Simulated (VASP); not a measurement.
Set up this calculation in VASP 6.6.1, as the native input.

| Quantity | Value |
| --- | --- |
| Task | single point |
| Functional | PBE |
| Dispersion | D3(BJ) |
| Potentials or basis | VASP PAW PBE potentials, release 64 (C, Si) |
| Cutoff | 520 eV |
| k mesh | 6 × 6 × 1 |
| Occupations | gaussian, width 0.1 eV |
| Spin | collinear spin |
| Starting moments | [0.0, 0.0, 0.0, 0.0, 0.0, 0.0, 0.0, 0.0, 2.0] μB |
| Dipole correction | yes |
| Further INCAR settings | ALGO = Normal; EDIFF = 1e-06; NBANDS = 32 |

The structure of SiC8 lies in POSCAR:

```
SiC8
1.0
    4.9313354216      0.0000000001      0.0000000000
   -2.4656677109      4.2706617497      0.0000000000
    0.0000000000      0.0000000000     17.3000330561
C Si
8 1
Direct
    0.3333333333      0.1666666667      0.2312153418
    0.3333333333      0.6666666667      0.2312153418
    0.8333333333      0.1666666667      0.2312153418
    0.8333333333      0.6666666667      0.2312153418
    0.1666666667      0.3333333333      0.2312134310
    0.1666666667      0.8333333333      0.2312134310
    0.6666666667      0.3333333333      0.2312134310
    0.6666666667      0.8333333333      0.2312134310
    0.5000000000      0.2500000000      0.4219664224
```

One way to write it, as run:

INCAR

```
SYSTEM = SiC8
ALGO = Normal
DIPOL = 0.5 0.5 0.252
EDIFF = 1E-6
ENCUT = 520
GGA = PE
IDIPOL = 3
ISIF = 2
ISMEAR = 0
ISPIN = 2
IVDW = 12
LASPH = .True.
LCHARG = .False.
LDIPOL = .True.
LORBIT = 11
LREAL = .False.
LWAVE = .False.
MAGMOM = 0 0 0 0 0 0 0 0 2
NBANDS = 32
NELM = 150
PREC = Accurate
SIGMA = 0.1
```

KPOINTS

```
k-points
0
Gamma
  6 6 1
  0 0 0
```

Potentials or basis: VASP PAW PBE potentials, release 64 (C, Si).

Command:

```console
$ cat potpaw_PBE.64/C/POTCAR potpaw_PBE.64/Si/POTCAR > POTCAR
$ mpirun -np 1 vasp_std > vasp.out
```

Results of the run:

The largest force is 0.092 eV/Å. The net moment is 1.94 μB per cell. The site moments are C -0.00, +0.00 (each value once); Si +0.55 μB. The valence electrons inside the program's atomic spheres are C 2.65; Si 1.50 and the dispersion energy per atom is -0.108 eV.

Run time: 22 min on 1 thread of Intel Xeon 8259CL, on a shared host, peak memory 0.79 GiB.
